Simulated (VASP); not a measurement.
# SnTe2 (P4_2/mnm) in VASP: further runs

SnTe2 is run at these levels: PBEsol, PBE; tasks: single point.

Program: VASP 6.6.1. These are calculated values, not measurements. Logs are shortened: lines on timing, memory, paths and dates and some standing lists are left out, and cuts for length are marked.

## (1) The cell of the first run

The structure is tetragonal, space group P4_2/mnm (No. 136). The conventional cell has a = 6.959 Å, b = 6.959 Å, c = 4.418 Å, α = 90.00°, β = 90.00°, γ = 90.00°. Within 3.9 Å of Sn (site symmetry mmm) lie 6 Te at 2.94 to 2.98 Å. Te (site symmetry m2m) has 3 Sn at 2.94 to 2.98 Å and 1 Te at 3.89 Å within 3.9 Å.

## (2) Single point, PBEsol

Contents of INCAR:

```
  PREC = Accurate
  ENCUT = 520
  EDIFF = 1E-6
  ISMEAR = -1
  SIGMA = 0.02
  LREAL = F
  LASPH = T
  NELM = 60
  ALGO = Normal
  ISIF = 2
  LWAVE = F
  LCHARG = F
  GGA = PS
  NBANDS = 35
```

Contents of KPOINTS:

```
regular mesh
0
Gamma
  4 4 4
```

Contents of POSCAR:

```
SnTe2
1.0
    6.9585660197      0.0000000000      0.0000000000
    0.0000000000      6.9585660197      0.0000000000
    0.0000000000      0.0000000000      4.4179125098
Sn Te
2 4
Direct
    0.0000000000      0.0000000000      0.0000000000
    0.5000000000      0.5000000000      0.5000000000
    0.3023537661      0.3023537661      0.0000000000
    0.1976462339      0.8023537661      0.5000000000
    0.8023537661      0.1976462339      0.5000000000
    0.6976462339      0.6976462339      0.0000000000
```

Potentials or basis: VASP PAW PBE potentials, release 64 (Sn_d, Te).

The run is started by

```
$ cat potpaw_PBE.64/Sn_d/POTCAR potpaw_PBE.64/Te/POTCAR > POTCAR
$ mpirun -np 1 vasp_std > vasp.out
```

OUTCAR:

```text
PREC = Accurate
   ENCUT = 520
   EDIFF = 1E-6
   ISMEAR = -1
   LREAL = F
   LASPH = T
   NELM = 60
   ISIF = 2
   GGA = PS

 ion  position               nearest neighbor table
   1  0.000  0.000  0.000-   4 2.94   5 2.94   4 2.94   5 2.94   3 2.98   6 2.98
   2  0.500  0.500  0.500-   3 2.94   6 2.94   3 2.94   6 2.94   5 2.98   4 2.98
   3  0.302  0.302  0.000-   2 2.94   2 2.94   1 2.98
   4  0.198  0.802  0.500-   1 2.94   1 2.94   2 2.98
   5  0.802  0.198  0.500-   1 2.94   1 2.94   2 2.98
   6  0.698  0.698  0.000-   2 2.94   2 2.94   1 2.98

  LATTYP: Found a simple tetragonal cell.
 ALAT       =     6.9585660197
 C/A-ratio  =     0.6348883516

  Lattice vectors:

 A1 = (   6.9585660197,   0.0000000000,   0.0000000000)
 A2 = (   0.0000000000,   6.9585660197,   0.0000000000)
 A3 = (   0.0000000000,   0.0000000000,   4.4179125098)

Analysis of symmetry for initial positions (statically):
=====================================================================
 Subroutine PRICEL returns:
 Original cell was already a primitive cell.

 Routine SETGRP: Setting up the symmetry group for a
 simple tetragonal supercell.

 Subroutine GETGRP returns: Found 16 space group operations
 (whereof  8 operations were pure point group operations)
 out of a pool of 16 trial point group operations.

The static configuration has the point symmetry D_2h.
 The point group associated with its full space group is D_4h.

Analysis of symmetry for dynamics (positions and initial velocities):
=====================================================================
 Subroutine PRICEL returns:
 Original cell was already a primitive cell.

 Routine SETGRP: Setting up the symmetry group for a
 simple tetragonal supercell.

 Subroutine GETGRP returns: Found 16 space group operations
 (whereof  8 operations were pure point group operations)
 out of a pool of 16 trial point group operations.

The dynamic configuration has the point symmetry D_2h.
 The point group associated with its full space group is D_4h.

 Subroutine INISYM returns: Found 16 space group operations
 (whereof  8 operations are pure point group operations),
 and found     1 'primitive' translations

----------------------------------------------------------------------------------------

                                     Primitive cell

  volume of cell :     213.9226

  direct lattice vectors                    reciprocal lattice vectors
     6.958566020  0.000000000  0.000000000     0.143707769  0.000000000  0.000000000
     0.000000000  6.958566020  0.000000000     0.000000000  0.143707769  0.000000000
     0.000000000  0.000000000  4.417912510     0.000000000  0.000000000  0.226351246

  length of vectors
     6.958566020  6.958566020  4.417912510     0.143707769  0.143707769  0.226351246

  position of ions in fractional coordinates (direct lattice)
     0.000000000  0.000000000  0.000000000
     0.500000000  0.500000000  0.500000000
     0.302353766  0.302353766  0.000000000
     0.197646234  0.802353766  0.500000000
     0.802353766  0.197646234  0.500000000
     0.697646234  0.697646234  0.000000000

  ion indices of the primitive-cell ions
   primitive index   ion index
                 1           1
                 2           2
                 3           3
                 4           4
                 5           5
                 6           6

----------------------------------------------------------------------------------------

 KPOINTS: regular mesh

Automatic generation of k-mesh.
 Grid dimensions read from file:
 generate k-points for:    4    4    4

 Generating k-lattice:

  Cartesian coordinates                     Fractional coordinates (reciprocal lattice)
     0.035926942  0.000000000  0.000000000     0.250000000  0.000000000  0.000000000
     0.000000000  0.035926942  0.000000000     0.000000000  0.250000000  0.000000000
     0.000000000  0.000000000  0.056587811     0.000000000  0.000000000  0.250000000

  Length of vectors
     0.035926942  0.035926942  0.056587811

  Shift w.r.t. Gamma in fractional coordinates (k-lattice)
     0.000000000  0.000000000  0.000000000

 Subroutine IBZKPT returns following result:
 ===========================================

 Found     18 irreducible k-points:

 Following reciprocal coordinates:
            Coordinates               Weight
  0.000000  0.000000  0.000000      1.000000
  0.250000  0.000000  0.000000      4.000000
  0.500000  0.000000  0.000000      2.000000
  0.250000  0.250000  0.000000      4.000000
  0.500000  0.250000  0.000000      4.000000
  0.500000  0.500000  0.000000      1.000000
[... 10 lines left out ...]
  0.500000  0.250000  0.500000      4.000000
  0.500000  0.500000  0.500000      1.000000
   k-points           NKPTS =     18   k-points in BZ     NKDIM =     18   number of bands    NBANDS=     35
   number of dos      NEDOS =    301   number of ions     NIONS =      6
   total plane-waves  NPLWV = 104976
   dimension x,y,z NGX =    54 NGY =   54 NGZ =   36
   dimension x,y,z NGXF=   108 NGYF=  108 NGZF=   72
   ions per type =               2   4
   NGX,Y,Z   is equivalent  to a cutoff of  12.90, 12.90, 13.55 a.u.
   NGXF,Y,Z  is equivalent  to a cutoff of  25.80, 25.80, 27.09 a.u.
 SYSTEM =  unknown system
   PREC   = accura    normal or accurate (medium, high low for compatibility)
   ISTART =      0    job   : 0-new  1-cont  2-samecut
   ICHARG =      2    charge: 1-file 2-atom 10-const
   ISPIN  =      1    spin polarized calculation?
   LNONCOLLINEAR =      F non collinear calculations
   LSORBIT =      F    spin-orbit coupling
   LASPH  =      T    aspherical Exc in radial PAW
   ENCUT  =  520.0 eV  38.22 Ry    6.18 a.u.  12.94 12.94  8.21*2*pi/ulx,y,z
   NELM   =     60;   NELMIN=  2; NELMDL= -5     # of ELM steps
   EDIFF  = 0.1E-05   stopping-criterion for ELM
   LREAL  =      F    real-space projection
   EDIFFG = 0.1E-04   stopping-criterion for IOM
   NSW    =      0    number of steps for IOM
   IBRION =     -1    ionic relax: 0-MD 1-quasi-New 2-CG
   NFREE  =      0    steps in history (QN), initial steepest desc. (CG)
   ISIF   =      2    stress and relaxation
   ISYM   =      2    0-nonsym 1-usesym 2-fastsym
   POTIM  = 0.5000    time-step for ionic-motion
   TEBEG  =    0.0;   TEEND  =   0.0 temperature during run
   PSTRESS=    0.0 pullay stress
   NELECT =      52.0000    total number of electrons
   NUPDOWN=      -1.0000    fix difference up-down
   EMIN   =  10.00;   EMAX   =-10.00  energy-range for DOS
   EFERMI =   0.00;   METHOD = LEGACY
   ISMEAR =    -1;   SIGMA  =   0.02  broadening in eV -4-tet -1-fermi 0-gaus
   EFERMI_NEDOS =   21; number of points for ismear=-14 and -15
   IALGO  =     38    algorithm
   IMIX   =      4    mixing-type and parameters
     AMIX     =   0.40;   BMIX     =  1.00
     AMIX_MAG =   1.60;   BMIX_MAG =  1.00
  volume/ion in A,a.u.               =      35.65       240.60
  Fermi-wavevector in a.u.,A,eV,Ry     =   1.021701  1.930735 14.202748  1.043873
  Thomas-Fermi vector in A             =   2.155340
   LORBIT       =      0    0 simple, 1 ext, 2 COOP (PROOUT), +10 PAW based schemes
   GGA     = PS    functional components
   LHFCALC =     F    Hartree Fock is set to
   AEXX    =    0.0000 exact exchange contribution
   IVDW    =     0    specifies the selected vdW correction
   LEPSILON=     F    determine dielectric tensor
   LRPA    =     F    only Hartree local field effects (RPA)
 non-spin polarized calculation
  energy-cutoff  :      520.00
  volume of cell :      213.92
 maximum number of plane-waves:      5788
 NGX is ok and might be reduce to    54
   NGX = 25   NGY = 25   NGZ = 17

 number of electron      51.9999978 magnetization

 Free energy of the ion-electron system (eV)
  ---------------------------------------------------
  ext. energy  EPLUGINS =         0.00000000
  ---------------------------------------------------
  free energy    TOTEN  =       -21.85107250 eV

  energy without entropy =      -21.84038165  energy(sigma->0) =      -21.84572708

 E-fermi :   4.5435     XC(G=0):  -8.9238

 val. band max:        4.5270067820   @ k =   0.5000   0.5000   0.5000
 cond. band min:       4.5457670667   @ k =   0.0000   0.0000   0.0000
 fundamental gap:      0.0187602847
 Fermi energy:         4.5435428956

 k-point     1 :       0.0000    0.0000    0.0000
  band No.  band energies     occupation
      1     -16.9678      2.00000
      2     -16.9596      2.00000
      3     -16.9408      2.00000
      4     -16.9408      2.00000
      5     -16.9174      2.00000
      6     -16.9165      2.00000
[... 27 lines left out ...]
     34       9.3335      0.00000
     35       9.4228      0.00000

 k-point     2 :       0.2500    0.0000    0.0000
  band No.  band energies     occupation
      1     -16.9666      2.00000
      2     -16.9608      2.00000
      3     -16.9408      2.00000
      4     -16.9408      2.00000
      5     -16.9173      2.00000
      6     -16.9167      2.00000
[... 27 lines left out ...]
     34       8.8523      0.00000
     35       9.9037      0.00000

 k-point     3 :       0.5000    0.0000    0.0000
  band No.  band energies     occupation
      1     -16.9637      2.00000
      2     -16.9637      2.00000
      3     -16.9408      2.00000
      4     -16.9408      2.00000
      5     -16.9170      2.00000
      6     -16.9170      2.00000
[... 27 lines left out ...]
     34       7.9825      0.00000
     35      10.5922      0.00000
[... 495 lines left out ...]
 k-point    17 :       0.5000    0.2500    0.5000
  band No.  band energies     occupation
      1     -16.9584      2.00000
      2     -16.9584      2.00000
      3     -16.9525      2.00000
      4     -16.9525      2.00000
      5     -16.9148      2.00000
      6     -16.9148      2.00000
[... 27 lines left out ...]
     34       9.7589      0.00000
     35      10.4156      0.00000

 k-point    18 :       0.5000    0.5000    0.5000
  band No.  band energies     occupation
      1     -16.9565      2.00000
      2     -16.9565      2.00000
      3     -16.9544      2.00000
      4     -16.9544      2.00000
      5     -16.9148      2.00000
      6     -16.9148      2.00000
[... 27 lines left out ...]
     34       9.9606      0.00000
     35       9.9941      0.00000

------------------------ aborting loop because EDIFF is reached ----------------------------------------

  FORCE on cell =-STRESS in cart. coord.  units (eV):
  Direction    XX          YY          ZZ          XY          YZ          ZX
  --------------------------------------------------------------------------------------
  -------------------------------------------------------------------------------------
  Total       -1.0734838     -1.0734838     -1.1714296     -0.0000000      0.0000000      0.0000000
  in kB       -8.0398777     -8.0398777     -8.7734452     -0.0000000      0.0000000      0.0000000
  external PRESSURE =      -8.2844002 kB  Pullay stress =       0.0000000 kB

 VOLUME and BASIS-vectors are now :
 -----------------------------------------------------------------------------
  energy-cutoff  :      520.00
  volume of cell :      213.92
      direct lattice vectors                 reciprocal lattice vectors
     6.958566020  0.000000000  0.000000000     0.143707769  0.000000000  0.000000000
     0.000000000  6.958566020  0.000000000     0.000000000  0.143707769  0.000000000
     0.000000000  0.000000000  4.417912510     0.000000000  0.000000000  0.226351246

 POSITION                                       TOTAL-FORCE (eV/Angst)
 -----------------------------------------------------------------------------------
      0.00000      0.00000      0.00000        -0.000000      0.000000      0.000000
      3.47928      3.47928      2.20896        -0.000000      0.000000      0.000000
      2.10395      2.10395      0.00000        -0.085652     -0.085652      0.000000
      1.37533      5.58323      2.20896         0.085652     -0.085652      0.000000
      5.58323      1.37533      2.20896        -0.085652      0.085652      0.000000
      4.85462      4.85462      0.00000         0.085652      0.085652      0.000000
 -----------------------------------------------------------------------------------
    total drift:                               -0.000000      0.000000      0.000000

  FREE ENERGIE OF THE ION-ELECTRON SYSTEM (eV)
  ---------------------------------------------------
  free  energy   TOTEN  =       -21.8510725032 eV

  energy  without entropy=      -21.8403816504  energy(sigma->0) =      -21.84572708
```

Run time: 58 s. Hardware: 1 thread of Intel Xeon 6975P-C (Granite Rapids), shared host; peak memory 0.37 GiB.

What came out:

- Free energy: -21.8511 eV
- Pressure: -0.8 GPa
- Largest force: 0.121 eV/Å
- Band gap on the k mesh: zero (band 26 reaches 4.58 eV, above the bottom of band 27 at 4.47 eV)

Forces in eV/Å, atoms in the order of the input:
```
Sn   0.000  0.000  0.000
Sn   0.000  0.000  0.000
Te  -0.086 -0.086  0.000
Te   0.086 -0.086  0.000
Te  -0.086  0.086  0.000
Te   0.086  0.086  0.000
```

Levels at points of the mesh, in eV from the Fermi level:
```csv
k point,band 24,band 25,band 26,band 27,band 28,band 29
"(0.00, 0.00, 0.00)",-0.70,0.00,0.00,0.58,0.64,1.84
"(0.50, 0.00, 0.00)",-0.52,-0.28,-0.28,0.22,0.22,2.51
"(0.50, 0.50, 0.00)",-0.79,-0.79,-0.79,0.07,0.07,2.76
"(0.00, 0.00, 0.50)",-1.26,-1.08,-1.08,0.34,0.34,4.50
"(0.50, 0.00, 0.50)",-0.59,-0.35,-0.35,1.10,1.10,1.72
"(0.50, 0.50, 0.50)",-0.65,-0.45,-0.45,-0.02,-0.02,3.57
```

Caveat: the PAW data sets were made with another functional, which shifts forces and pressure a little; spin-orbit coupling is left out, which moves the levels of the heavy elements.

## (3) Single point, PBE

Contents of INCAR:

```
PREC     = Accurate       # precision mode
ENCUT    = 520            # plane-wave cutoff, eV
EDIFF    = 1E-6           # SCF threshold, eV
ISMEAR   = -1             # smearing method
SIGMA    = 0.001          # smearing width, eV
LREAL    = F              # projectors in reciprocal space
LASPH    = T              # aspherical terms in the spheres
NELM     = 60             # most SCF steps
ALGO     = Normal         # electronic algorithm
ISIF     = 2              # what is computed and relaxed
LWAVE    = F              # write WAVECAR
LCHARG   = F              # write CHGCAR
GGA      = PE             # functional
NBANDS   = 35             # bands
```

KPOINTS is that of step 2.

POSCAR is that of step 2.

Potentials or basis: VASP PAW PBE potentials, release 64 (Sn_d, Te).

The run is started by

```
$ cat potpaw_PBE.64/Sn_d/POTCAR potpaw_PBE.64/Te/POTCAR > POTCAR
$ mpirun -np 1 vasp_std > vasp.out
```

Wall time 57 s (1 thread of Intel Xeon 6975P-C (Granite Rapids), shared host); peak memory 0.36 GiB.

The run converged. Its results:

| Property | Result |
| --- | --- |
| Free energy | -19.6547 eV |
| Pressure | 1.3 GPa |
| Largest force | 0.131 eV/Å |
| Band gap on the k mesh | zero (band 26 reaches 4.71 eV, above the bottom of band 27 at 4.60 eV) |

Forces on the atoms (eV/Å):
```
Sn   0.000  0.000  0.000
Sn   0.000  0.000  0.000
Te  -0.093 -0.093  0.000
Te   0.093 -0.093  0.000
Te  -0.093  0.093  0.000
Te   0.093  0.093  0.000
```

Stress tensor (GPa, compression positive):
```
1.23 0.00 0.00
0.00 1.23 0.00
0.00 0.00 1.36
```

Levels at points of the mesh, in eV from the Fermi level:
```tsv
k point	band 22	band 23	band 24	band 25	band 26	band 27	band 28	band 29	band 30	band 31
(0.00, 0.00, 0.00)	-1.22	-0.71	-0.71	-0.01	-0.01	0.62	0.63	1.90	1.90	2.65
(0.50, 0.00, 0.00)	-1.71	-0.54	-0.54	-0.27	-0.27	0.22	0.22	2.57	2.57	3.17
(0.50, 0.50, 0.00)	-1.35	-0.80	-0.80	-0.80	-0.80	0.10	0.10	2.81	2.81	3.94
(0.00, 0.00, 0.50)	-2.44	-1.24	-1.24	-1.08	-1.08	0.37	0.37	4.52	4.52	4.91
(0.50, 0.00, 0.50)	-1.79	-0.59	-0.59	-0.35	-0.35	1.11	1.11	1.77	1.77	4.37
(0.50, 0.50, 0.50)	-2.35	-0.65	-0.65	-0.46	-0.46	0.01	0.01	3.62	3.62	4.23
```

Caveat: spin-orbit coupling is left out, which moves the levels of the heavy elements.

## (4) Single point, PBE

Contents of INCAR:

```
SYSTEM = SnTe2
  PREC = Accurate
  ENCUT = 520
  EDIFF = 1E-6
  ISMEAR = 0
  SIGMA = 0.001
  LREAL = .False.
  LASPH = .True.
  NELM = 100
  ALGO = Normal
  ISIF = 2
  LWAVE = .False.
  LCHARG = .False.
  GGA = PE
  NBANDS = 35
```

Contents of KPOINTS:

```
regular mesh
0
Gamma
  4 4 4
  0 0 0
```

POSCAR is that of step 3.

The run is started by

```
$ cat potpaw_PBE.64/Sn_d/POTCAR potpaw_PBE.64/Te/POTCAR > POTCAR
$ mpirun -np 1 vasp_std > vasp.out
```

Run time: 60 s. Hardware: 1 thread of Intel Xeon 6975P-C (Granite Rapids), shared host; peak memory 0.36 GiB.

Results (log left out):

- Free energy: -19.6546 eV
- Pressure: 1.3 GPa
- Largest force: 0.131 eV/Å
- Band gap on the k mesh: zero (band 26 reaches 4.71 eV, above the bottom of band 27 at 4.60 eV)

Forces in eV/Å, atoms in the order of the input:
```
Sn   0.000  0.000  0.000
Sn   0.000  0.000  0.000
Te  -0.093 -0.093  0.000
Te   0.093 -0.093  0.000
Te  -0.093  0.093  0.000
Te   0.093  0.093  0.000
```

Stress tensor (GPa, compression positive):
```
1.24 0.00 0.00
0.00 1.24 0.00
0.00 0.00 1.37
```

Levels at points of the mesh, in eV from the Fermi level:
| k point | band 24 | band 25 | band 26 | band 27 | band 28 | band 29 |
| --- | --- | --- | --- | --- | --- | --- |
| (0.00, 0.00, 0.00) | -0.71 | -0.01 | -0.01 | 0.62 | 0.63 | 1.90 |
| (0.50, 0.00, 0.00) | -0.54 | -0.27 | -0.27 | 0.22 | 0.22 | 2.57 |
| (0.50, 0.50, 0.00) | -0.80 | -0.80 | -0.80 | 0.10 | 0.10 | 2.81 |
| (0.00, 0.00, 0.50) | -1.24 | -1.08 | -1.08 | 0.37 | 0.37 | 4.52 |
| (0.50, 0.00, 0.50) | -0.59 | -0.35 | -0.35 | 1.11 | 1.11 | 1.77 |
| (0.50, 0.50, 0.50) | -0.65 | -0.46 | -0.46 | 0.01 | 0.01 | 3.62 |

Caveat: spin-orbit coupling is left out, which moves the levels of the heavy elements.

## (5) Summary

| level | smearing | gap on the mesh (eV) | pressure (GPa) | largest force (eV/Å) |
| --- | --- | --- | --- | --- |
| PBEsol | fermi-dirac 0.02 eV | none | -0.8 | 0.12 |
| PBE | fermi-dirac 0.001 eV | none | 1.3 | 0.13 |
| PBE | gaussian 0.001 eV | none | 1.3 | 0.13 |

Alike in all rows: task single point; potentials or basis VASP PAW PBE potentials, release 64 (Sn_d, Te); no spin polarisation; cell as given; k mesh 4 × 4 × 4; cutoff (eV) 520.

Every run on the cell as given and a fine mesh finds a metal. The pressure there spans -0.8 GPa (PBEsol) to 1.3 GPa (PBE); a positive pressure means that this level wants a larger cell, a negative one a smaller.

Caveats: spin-orbit coupling is left out, which moves the levels of the heavy elements; the PAW data sets were made with another functional, which shifts forces and pressure a little (some runs).

Total energies depend on the potentials used, so only differences within one code and one set of settings carry meaning.
